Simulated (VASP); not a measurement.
Pb:

```xyz
1
Lattice="-1.9797 1.9797 1.9797 1.9797 -1.9797 1.9797 1.9797 1.9797 -1.9797" Properties=species:S:1:pos:R:3 pbc="T T T"
Pb    0.0000    0.0000    0.0000
```

- Program: VASP 6.6.1
- Task: relaxation of cell and atoms
- Functional: revPBE
- Dispersion: D3(BJ)
- Potentials or basis: VASP PAW PBE potentials, release 64 (Pb_d)
- Cutoff: 600 eV
- k mesh: 9 × 9 × 9
- Occupations: fermi-dirac, width 0.05 eV
- Spin: no spin polarisation

At the start: pressure -1.8 GPa; volume 31.03 Å³/atom.

**Question.** How do energy, volume and symmetry change on relaxing?

**Answer.** Over 5 steps the energy falls by 8.3 meV/atom and the volume is 29.66 Å³/atom (-4.4 %); space group Im-3m (No. 229, to 0.05 Å).

The path:
| step | energy change (eV) | largest force (eV/Å) | pressure (GPa) | volume (Å³) |
| --- | --- | --- | --- | --- |
| 1 | 0.0000 | 0.0000 | -1.81 | 31.03 |
| 2 | -0.0081 | 0.0000 | 0.17 | 29.49 |
| 3 | -0.0083 | 0.0000 | 0.22 | 29.61 |
| 4 | -0.0083 | 0.0000 | -0.51 | 29.76 |
| 5 | -0.0083 | 0.0000 | -0.01 | 29.66 |

Final structure:
```
Pb
1.0
    -1.94995    1.94995    1.94995
     1.94995   -1.94995    1.94995
     1.94995    1.94995   -1.94995
Pb
1
Cartesian
  0.0000 0.0000 0.0000
```

Caveat: the PAW data sets were made with another functional, which shifts forces and pressure a little; pairwise dispersion overbinds metals, which lowers pressure and volume.
